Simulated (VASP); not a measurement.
# V (Pm-3m) in VASP: notebook

The runs below take V through single point, with PBE.

Everything below comes from runs of VASP 6.6.1. Logs are shortened: lines on timing, memory, paths and dates and some standing lists are left out, and cuts for length are marked.

## 1. The cell of the first run

The structure is cubic, space group Pm-3m (No. 221). The conventional cell has a = 2.411 Å, b = 2.411 Å, c = 2.411 Å, α = 90.00°, β = 90.00°, γ = 90.00°. V (site symmetry m-3m) has 6 V at 2.41 Å within 3.2 Å.

## 2. Single point, PBE, collinear spin, ferromagnetic start (volume scaled by 0.96)

INCAR

```
SYSTEM = V
PREC = Accurate
ENCUT = 520
EDIFF = 1E-6
ISMEAR = -1
SIGMA = 0.05
LREAL = .False.
LASPH = .True.
NELM = 150
ALGO = Normal
ISIF = 2
LWAVE = .False.
LCHARG = .False.
ISPIN = 2
MAGMOM = 1
LORBIT = 11
LMAXMIX = 4
GGA = PE
NBANDS = 16
```

KPOINTS

```
Automatic mesh
0
Gamma
  21 21 21
  0 0 0
```

POSCAR

```
V
1.0
    2.4112693383      0.0000000000      0.0000000000
    0.0000000000      2.4112693383      0.0000000000
    0.0000000000      0.0000000000      2.4112693383
V
1
Direct
    0.0000000000      0.0000000000      0.0000000000
```

Potentials or basis: VASP PAW PBE potentials, release 64 (V_sv).

On the command line:

```console
> cat potpaw_PBE.64/V_sv/POTCAR > POTCAR
> mpirun -np 1 vasp_std > vasp.out
```

OUTCAR:

```text
SYSTEM = V
   PREC = Accurate
   ENCUT = 520
   EDIFF = 1E-6
   ISMEAR = -1
   LREAL = .False.
   LASPH = .True.
   NELM = 150
   ISIF = 2
   ISPIN = 2
   LORBIT = 11
   GGA = PE

 ion  position               nearest neighbor table
   1  0.000  0.000  0.000-

  LATTYP: Found a simple cubic cell.
 ALAT       =     2.4112693383

  Lattice vectors:

 A1 = (   2.4112693383,   0.0000000000,   0.0000000000)
 A2 = (   0.0000000000,   2.4112693383,   0.0000000000)
 A3 = (   0.0000000000,   0.0000000000,   2.4112693383)

Analysis of symmetry for initial positions (statically):
=====================================================================
 Subroutine PRICEL returns:
 Original cell was already a primitive cell.

 Routine SETGRP: Setting up the symmetry group for a
 simple cubic supercell.

 Subroutine GETGRP returns: Found 48 space group operations
 (whereof 48 operations were pure point group operations)
 out of a pool of 48 trial point group operations.

The static configuration has the point symmetry O_h .

Analysis of symmetry for dynamics (positions and initial velocities):
=====================================================================
 Subroutine PRICEL returns:
 Original cell was already a primitive cell.

 Routine SETGRP: Setting up the symmetry group for a
 simple cubic supercell.

 Subroutine GETGRP returns: Found 48 space group operations
 (whereof 48 operations were pure point group operations)
 out of a pool of 48 trial point group operations.

The dynamic configuration has the point symmetry O_h .

Analysis of structural, dynamic, and magnetic symmetry:
=====================================================================
 Subroutine PRICEL returns:
 Original cell was already a primitive cell.

 Routine SETGRP: Setting up the symmetry group for a
 simple cubic supercell.

 Subroutine GETGRP returns: Found 48 space group operations
 (whereof 48 operations were pure point group operations)
 out of a pool of 48 trial point group operations.

The overall configuration has the point symmetry O_h .

 Subroutine INISYM returns: Found 48 space group operations
 (whereof 48 operations are pure point group operations),
 and found     1 'primitive' translations

----------------------------------------------------------------------------------------

                                     Primitive cell

  volume of cell :      14.0196

  direct lattice vectors                    reciprocal lattice vectors
     2.411269338  0.000000000  0.000000000     0.414719328  0.000000000  0.000000000
     0.000000000  2.411269338  0.000000000     0.000000000  0.414719328  0.000000000
     0.000000000  0.000000000  2.411269338     0.000000000  0.000000000  0.414719328

  length of vectors
     2.411269338  2.411269338  2.411269338     0.414719328  0.414719328  0.414719328

  position of ions in fractional coordinates (direct lattice)
     0.000000000  0.000000000  0.000000000

  ion indices of the primitive-cell ions
   primitive index   ion index
                 1           1

----------------------------------------------------------------------------------------

 KPOINTS: Automatic mesh

Automatic generation of k-mesh.
 Grid dimensions read from file:
 generate k-points for:   21   21   21

 Generating k-lattice:

  Cartesian coordinates                     Fractional coordinates (reciprocal lattice)
     0.019748539  0.000000000  0.000000000     0.047619048  0.000000000  0.000000000
     0.000000000  0.019748539  0.000000000     0.000000000  0.047619048  0.000000000
     0.000000000  0.000000000  0.019748539     0.000000000  0.000000000  0.047619048

  Length of vectors
     0.019748539  0.019748539  0.019748539

  Shift w.r.t. Gamma in fractional coordinates (k-lattice)
     0.000000000  0.000000000  0.000000000

 Subroutine IBZKPT returns following result:
 ===========================================

 Found    286 irreducible k-points:

 Following reciprocal coordinates:
            Coordinates               Weight
  0.000000  0.000000  0.000000      1.000000
  0.047619  0.000000  0.000000      6.000000
  0.095238  0.000000  0.000000      6.000000
  0.142857  0.000000  0.000000      6.000000
  0.190476  0.000000  0.000000      6.000000
  0.238095  0.000000  0.000000      6.000000
[... 16 lines left out ...]
  0.142857  0.095238  0.000000     24.000000
  0.190476  0.095238  0.000000     24.000000
 [... further k-points ...]
   k-points           NKPTS =    286   k-points in BZ     NKDIM =    286   number of bands    NBANDS=     16
   number of dos      NEDOS =    301   number of ions     NIONS =      1
   total plane-waves  NPLWV =   5832
   dimension x,y,z NGX =    18 NGY =   18 NGZ =   18
   dimension x,y,z NGXF=    36 NGYF=   36 NGZF=   36
   ions per type =               1
   NGX,Y,Z   is equivalent  to a cutoff of  12.41, 12.41, 12.41 a.u.
   NGXF,Y,Z  is equivalent  to a cutoff of  24.82, 24.82, 24.82 a.u.
 SYSTEM =  V
   PREC   = accura    normal or accurate (medium, high low for compatibility)
   ISTART =      0    job   : 0-new  1-cont  2-samecut
   ICHARG =      2    charge: 1-file 2-atom 10-const
   ISPIN  =      2    spin polarized calculation?
   LNONCOLLINEAR =      F non collinear calculations
   LSORBIT =      F    spin-orbit coupling
   LASPH  =      T    aspherical Exc in radial PAW
   ENCUT  =  520.0 eV  38.22 Ry    6.18 a.u.   4.48  4.48  4.48*2*pi/ulx,y,z
   NELM   =    150;   NELMIN=  2; NELMDL= -5     # of ELM steps
   EDIFF  = 0.1E-05   stopping-criterion for ELM
   LREAL  =      F    real-space projection
   EDIFFG = 0.1E-04   stopping-criterion for IOM
   NSW    =      0    number of steps for IOM
   IBRION =     -1    ionic relax: 0-MD 1-quasi-New 2-CG
   NFREE  =      0    steps in history (QN), initial steepest desc. (CG)
   ISIF   =      2    stress and relaxation
   ISYM   =      2    0-nonsym 1-usesym 2-fastsym
   POTIM  = 0.5000    time-step for ionic-motion
   TEBEG  =    0.0;   TEEND  =   0.0 temperature during run
   PSTRESS=    0.0 pullay stress
   NELECT =      13.0000    total number of electrons
   NUPDOWN=      -1.0000    fix difference up-down
   EMIN   =  10.00;   EMAX   =-10.00  energy-range for DOS
   EFERMI =   0.00;   METHOD = LEGACY
   ISMEAR =    -1;   SIGMA  =   0.05  broadening in eV -4-tet -1-fermi 0-gaus
   EFERMI_NEDOS =   21; number of points for ismear=-14 and -15
   IALGO  =     38    algorithm
   IMIX   =      4    mixing-type and parameters
     AMIX     =   0.40;   BMIX     =  1.00
     AMIX_MAG =   1.60;   BMIX_MAG =  1.00
  volume/ion in A,a.u.               =      14.02        94.61
  Fermi-wavevector in a.u.,A,eV,Ry     =   1.596407  3.016771 34.674645  2.548515
  Thomas-Fermi vector in A             =   2.694174
   LORBIT       =     11    0 simple, 1 ext, 2 COOP (PROOUT), +10 PAW based schemes
   GGA     = PE    functional components
   LHFCALC =     F    Hartree Fock is set to
   AEXX    =    0.0000 exact exchange contribution
   IVDW    =     0    specifies the selected vdW correction
   LEPSILON=     F    determine dielectric tensor
   LRPA    =     F    only Hartree local field effects (RPA)
 spin polarized calculation
  energy-cutoff  :      520.00
  volume of cell :       14.02
 maximum number of plane-waves:       390
 NGX is ok and might be reduce to    18
   NGX =  9   NGY =  9   NGZ =  9

 number of electron      12.9999985 magnetization      -0.0113668

 number of electron      12.9999985 magnetization       0.0024034

 Free energy of the ion-electron system (eV)
  ---------------------------------------------------
  ext. energy  EPLUGINS =         0.00000000
  ---------------------------------------------------
  free energy    TOTEN  =        -8.13689602 eV

  energy without entropy =       -8.12621375  energy(sigma->0) =       -8.13155488

 E-fermi :   9.3753     XC(G=0): -12.5698

 val. band max:        9.3746443307   @ k =   0.4762   0.3333   0.1905
 cond. band min:       9.3756549477   @ k =   0.2381   0.2381   0.2381
 fundamental gap:      0.0010106170
 Fermi energy:         9.3753271363

 spin component 1

 k-point     1 :       0.0000    0.0000    0.0000
  band No.  band energies     occupation
      1     -54.4571      1.00000
      2     -27.6236      1.00000
      3     -27.6236      1.00000
      4     -27.6236      1.00000
      5       2.9326      1.00000
      6       7.1207      1.00000
[... 8 lines left out ...]
     15      33.1967      0.00000
     16      36.5324      0.00000

 k-point     2 :       0.0476    0.0000    0.0000
  band No.  band energies     occupation
      1     -54.4529      1.00000
      2     -27.6516      1.00000
      3     -27.6212      1.00000
      4     -27.6212      1.00000
      5       3.0032      1.00000
      6       7.1374      1.00000
[... 8 lines left out ...]
     15      33.6032      0.00000
     16      36.8634      0.00000
[... 387 lines left out ...]
      5       3.8084      1.00000
      6       7.4227      1.00000
[... 8 lines left out ...]
     15      35.9738      0.00000
     16      39.9689      0.00000

 k-point    24 :       0.1905    0.0952    0.0000
  band No.  band energies     occupation
      1     -54.3797      1.00000
      2     -28.0057      1.00000
      3     -27.6958      1.00000
      4     -27.5803      1.00000
      5       4.2353      1.00000
      6       7.5293      1.00000
[... 8 lines left out ...]
     15      36.3141      0.00000
     16      40.8691      0.00000

 [... further k-points ...]

 spin component 2

 k-point     1 :       0.0000    0.0000    0.0000
  band No.  band energies     occupation
      1     -54.4547      1.00000
      2     -27.6212      1.00000
      3     -27.6212      1.00000
      4     -27.6212      1.00000
      5       2.9338      1.00000
      6       7.1227      1.00000
[... 8 lines left out ...]
     15      33.1984      0.00000
     16      36.5321      0.00000

 k-point     2 :       0.0476    0.0000    0.0000
  band No.  band energies     occupation
      1     -54.4504      1.00000
      2     -27.6492      1.00000
      3     -27.6188      1.00000
      4     -27.6188      1.00000
      5       3.0044      1.00000
      6       7.1393      1.00000
[... 8 lines left out ...]
     15      33.6049      0.00000
     16      36.8632      0.00000
[... 387 lines left out ...]
      5       3.8096      1.00000
      6       7.4246      1.00000
[... 8 lines left out ...]
     15      35.9752      0.00000
     16      39.9692      0.00000

 k-point    24 :       0.1905    0.0952    0.0000
  band No.  band energies     occupation
      1     -54.3773      1.00000
      2     -28.0033      1.00000
      3     -27.6934      1.00000
      4     -27.5779      1.00000
      5       4.2365      1.00000
      6       7.5313      1.00000
[... 8 lines left out ...]
     15      36.3154      0.00000
     16      40.8704      0.00000

 [... further k-points ...]
[... 5 lines left out ...]
  --------------------------------------------------------------------------------------
  -------------------------------------------------------------------------------------
  Total        0.6492627      0.6492627      0.6492627     -0.0000000     -0.0000000      0.0000000
  in kB       74.1982853     74.1982853     74.1982853     -0.0000000     -0.0000000      0.0000000
  external PRESSURE =      74.1982853 kB  Pullay stress =       0.0000000 kB

 VOLUME and BASIS-vectors are now :
 -----------------------------------------------------------------------------
  energy-cutoff  :      520.00
  volume of cell :       14.02
      direct lattice vectors                 reciprocal lattice vectors
     2.411269338  0.000000000  0.000000000     0.414719328  0.000000000  0.000000000
     0.000000000  2.411269338  0.000000000     0.000000000  0.414719328  0.000000000
     0.000000000  0.000000000  2.411269338     0.000000000  0.000000000  0.414719328

 POSITION                                       TOTAL-FORCE (eV/Angst)
 -----------------------------------------------------------------------------------
      0.00000      0.00000      0.00000         0.000000      0.000000      0.000000
 -----------------------------------------------------------------------------------
    total drift:                               -0.000000      0.000000      0.000000

  FREE ENERGIE OF THE ION-ELECTRON SYSTEM (eV)
  ---------------------------------------------------
  free  energy   TOTEN  =        -8.1368960204 eV

  energy  without entropy=       -8.1262137468  energy(sigma->0) =       -8.13155488

 total charge

# of ion       s       p       d       tot
------------------------------------------
    1        2.362   6.174   3.267  11.802

 magnetization (x)

# of ion       s       p       d       tot
------------------------------------------
    1        0.000   0.000   0.001   0.001
```

It took 35 s on 1 thread of Intel Xeon 6975P-C (Granite Rapids), shared host; peak memory 0.2 GiB.

Results:

| Item | Value |
| --- | --- |
| Free energy | -8.1369 eV |
| Pressure | 7.4 GPa |
| Net moment | 0.00 μB per cell |
| Valence electrons inside the program's atomic spheres | V 11.80 |

Caveat: the cell differs from its parent crystal (volume scaled by 0.96).

## 3. Single point, PBE, collinear spin, ferromagnetic start

This run uses another cell than the first one, of 14.60 Å³/atom, 1.042 times its volume.

INCAR

```
ALGO = Normal
EDIFF = 1E-6
ENCUT = 520
GGA = PE
ISIF = 2
ISMEAR = -1
ISPIN = 2
LASPH = T
LCHARG = F
LMAXMIX = 4
LORBIT = 11
LREAL = F
LWAVE = F
MAGMOM = 1
NBANDS = 16
NELM = 150
PREC = Accurate
SIGMA = 0.05
```

KPOINTS

```
k-points
0
Gamma
  21 21 21
```

POSCAR

```
V
1.0
    2.4443045302      0.0000000000      0.0000000000
    0.0000000000      2.4443045302      0.0000000000
    0.0000000000      0.0000000000      2.4443045302
V
1
Direct
    0.0000000000      0.0000000000      0.0000000000
```

Potentials or basis: VASP PAW PBE potentials, release 64 (V_sv).

On the command line:

```console
> cat potpaw_PBE.64/V_sv/POTCAR > POTCAR
> mpirun -np 1 vasp_std > vasp.out
```

It took 35 s on 1 thread of Intel Xeon 6975P-C (Granite Rapids), shared host; peak memory 0.2 GiB.

Results (log left out):

```
Free energy                                           : -8.1526 eV
Pressure                                              : 1.1 GPa
Net moment                                            : 0.00 μB per cell
Valence electrons inside the program's atomic spheres : V 11.73
```

Levels at points of the mesh, in eV from the Fermi level:
Spin up:
```
           k point  band 3  band 4  band 5  band 6  band 7  band 8  band 9  band 10  band 11  band 12
(0.00, 0.00, 0.00)  -37.09  -37.09   -6.35   -2.13   -2.13    3.55    3.55     3.55    18.34    18.34
```
Spin down:
```tsv
k point	band 4	band 5	band 6	band 7	band 8	band 9	band 10	band 11
(0.00, 0.00, 0.00)	-37.09	-6.34	-2.13	-2.13	3.55	3.55	3.55	18.35
```

## 4. Single point, PBE, collinear spin, ferromagnetic start (volume scaled by 1.04)

INCAR

```
PREC = Accurate
ENCUT = 520
EDIFF = 1E-6
ISMEAR = -1
SIGMA = 0.05
LREAL = False
LASPH = True
NELM = 150
ALGO = Normal
ISIF = 2
LWAVE = False
LCHARG = True
ISPIN = 2
MAGMOM = 1
LORBIT = 11
LMAXMIX = 4
GGA = PE
LELF = True
LVHAR = True
NBANDS = 16
```

KPOINTS

```
Automatic mesh
0
Gamma
  21 21 21
```

POSCAR

```
V
1.0
    2.4764701206      0.0000000000      0.0000000000
    0.0000000000      2.4764701206      0.0000000000
    0.0000000000      0.0000000000      2.4764701206
V
1
Direct
    0.0000000000      0.0000000000      0.0000000000
```

On the command line:

```console
> cat potpaw_PBE.64/V_sv/POTCAR > POTCAR
> mpirun -np 1 vasp_std > vasp.out
```

Wall time 38 s (1 thread of Intel Xeon 6975P-C (Granite Rapids), shared host); peak memory 0.2 GiB.

The run converged. Its results:

```yaml
Free_energy: -8.1473 eV
Pressure: -4.1 GPa
Net_moment: 0.00 μB per cell
Valence_electrons_inside_the_program's_atomic_spheres: V 11.68
```

Levels at points of the mesh, in eV from the Fermi level:
Spin up:
| k point | band 3 | band 4 | band 5 | band 6 | band 7 | band 8 | band 9 | band 10 | band 11 | band 12 |
| --- | --- | --- | --- | --- | --- | --- | --- | --- | --- | --- |
| (0.00, 0.00, 0.00) | -37.18 | -37.18 | -6.25 | -2.02 | -2.02 | 3.38 | 3.38 | 3.38 | 17.87 | 17.87 |
Spin down:
| k point | band 3 | band 4 | band 5 | band 6 | band 7 | band 8 | band 9 | band 10 | band 11 | band 12 |
| --- | --- | --- | --- | --- | --- | --- | --- | --- | --- | --- |
| (0.00, 0.00, 0.00) | -37.18 | -37.18 | -6.25 | -2.02 | -2.02 | 3.38 | 3.38 | 3.38 | 17.87 | 17.87 |

Caveat: the cell differs from its parent crystal (volume scaled by 1.04).

## 5. The runs side by side

```csv
cell,gap on the mesh (eV),pressure (GPa),moment (μB)
"a = 2.411 Å, 1 atom",none,7.4,0.00
"a = 2.444 Å, 1 atom",none,1.1,0.00
"a = 2.476 Å, 1 atom",none,-4.1,0.00
```

Alike in all rows: task single point; level PBE; potentials or basis VASP PAW PBE potentials, release 64 (V_sv); spin collinear, ferromagnetic start; k mesh 21 × 21 × 21; cutoff (eV) 520; smearing fermi-dirac 0.05 eV.

Absolute energies hang on the potentials; compare differences alone.
